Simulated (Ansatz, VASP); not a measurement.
# TaC3: VASP beside Ansatz

INCAR

```
  PREC = Accurate
  ENCUT = 600
  EDIFF = 1E-6
  ISMEAR = 0
  SIGMA = 0.1
  LREAL = False
  LASPH = True
  NELM = 100
  ALGO = Normal
  ISIF = 3
  LWAVE = False
  LCHARG = False
  GGA = PE
  IBRION = 2
  NSW = 100
  EDIFFG = -0.01
```

KPOINTS

```
regular mesh
0
Gamma
  14 14 14
```

POSCAR

```
TaC3
1.0
    3.2978881831      0.0000000000      0.0000000000
    0.0000000000      3.2978881831      0.0000000000
    0.0000000000      0.0000000000      3.2978881831
Ta C
1 3
Direct
    0.0000000000      0.0000000000      0.0000000000
    0.0000000000      0.5000000000      0.5000000000
    0.5000000000      0.0000000000      0.5000000000
    0.5000000000      0.5000000000      0.0000000000
```

Input for Ansatz:

```yaml
crystal:
  lattice:
    - [3.2978881831, 0.0, 0.0]
    - [0.0, 3.2978881831, 0.0]
    - [0.0, 0.0, 3.2978881831]
  atoms:
    - { symbol: Ta, position: [0.0, 0.0, 0.0] }
    - { symbol: C, position: [0.0, 0.5, 0.5] }
    - { symbol: C, position: [0.5, 0.0, 0.5] }
    - { symbol: C, position: [0.5, 0.5, 0.0] }
basis:
  ecutwfc: 420
kpoints:
  mp_grid: { grid: [14, 14, 14] }
hamiltonian:
  xc: pbe
scf:
  occupations: { method: gaussian, width: 0.1 }
output:
  forces: true
  stress: true
  eigenvalues: true
relax:
  adjacent_minimum: "off"
  f_tol: 0.01
  max_steps: 80
  cell: { stress_tol: 0.05 }
```

Alike in both runs: task relaxation of cell and atoms; functional PBE; k mesh 14 × 14 × 14; occupations gaussian, width 0.1 eV; no spin polarisation.

```csv
,VASP,Ansatz
version,VASP 6.6.1,Ansatz 0.2.0
potentials or method,"VASP PAW PBE potentials, release 64 (Ta_pv, C), cutoff 600 eV","scalar-relativistic, plane waves, PAW"
valence electrons in the cell,23,25
```

Ansatz gave:

```
gap on the k mesh at the Fermi level, each at its own relaxed structure (eV) : none
relaxed volume (Å³/atom)                                                     : 8.95
relaxed length of the cell vector where the two differ most in proportion (Å)              : 3.296
```

Problem. Estimate VASP's values.

Solution. gap on the k mesh at the Fermi level, each at its own relaxed structure (eV): none; relaxed volume (Å³/atom): 8.97; relaxed length of the cell vector where the two differ most in proportion (Å): 3.298.

A gap of «none» marks a metal or a gap that the smearing closes. VASP's potentials hold 23 valence electrons a cell and Ansatz's 25, so a difference there can come from the potentials and not from the codes.

Neither program's run includes spin-orbit coupling. Noted on VASP's run: the relaxation stopped at its first step, so nothing moved.
